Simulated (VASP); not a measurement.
**As2Se: single point with PBE**

As2Se:

```
As Se
1.0
     3.78571    0.00000    0.00000
    -1.89286    3.27852    0.00000
     0.00000    0.00000   17.47344
As Se
6 3
Direct
  0.00000 0.00000 0.64217
  0.66667 0.33333 0.56685
  0.00000 0.00000 0.35783
  0.33333 0.66667 0.43315
  0.66667 0.33333 0.89890
  0.33333 0.66667 0.10110
  0.33333 0.66667 0.81468
  0.66667 0.33333 0.18532
  0.00000 0.00000 0.00000
```

```yaml
Program: VASP 6.6.1
Task: single point
Functional: PBE
Potentials_or_basis: VASP PAW PBE potentials, release 64 (As, Se)
Cutoff: 520 eV
k_mesh: 6 × 6 × 2
Occupations: gaussian, width 0.2 eV
Spin: no spin polarisation
Dipole_correction: no
Further_INCAR_settings: ALGO = Normal; EDIFF = 1e-06; NBANDS = 34
```

* Pressure: 0.1 GPa
* Largest force: 0.045 eV/Å
* Band gap on the k mesh: 0.31 eV (least direct gap 0.53 eV)

Forces in eV/Å, atoms in the order of the input:
```
As   0.000  0.000 -0.008
As   0.000  0.000 -0.015
As   0.000  0.000  0.008
As   0.000  0.000  0.015
As   0.000  0.000  0.033
As   0.000  0.000 -0.033
Se   0.000  0.000 -0.045
Se   0.000  0.000  0.045
Se   0.000  0.000  0.000
```

Stress tensor (GPa, compression positive):
```
 0.17  0.00  0.00
 0.00  0.17  0.00
 0.00  0.00 -0.07
```

Levels at points of the mesh, in eV from the valence-band top:
| k point | band 21 | band 22 | band 23 | band 24 | band 25 | band 26 | band 27 | band 28 |
| --- | --- | --- | --- | --- | --- | --- | --- | --- |
| (0.00, 0.00, 0.00) | -1.28 | -1.28 | -0.97 | 0.00 | 0.53 | 0.68 | 0.70 | 0.70 |
| (0.50, 0.00, 0.00) | -2.17 | -1.73 | -1.53 | -1.31 | 0.74 | 0.76 | 1.01 | 1.52 |
| (0.00, 0.00, 0.50) | -1.28 | -1.28 | -0.80 | -0.06 | 0.55 | 0.68 | 0.71 | 0.71 |
| (0.50, 0.00, 0.50) | -2.35 | -1.93 | -1.72 | -0.91 | 0.31 | 1.12 | 1.48 | 1.52 |

Run time: 3.7 min on 1 thread of Intel Xeon 8259CL, on a shared host, peak memory 0.33 GiB.

Caveat: this functional lacks dispersion, which binds the layers, so the pressure and a relaxed spacing across them are unreliable. A k mesh can miss the band edges.
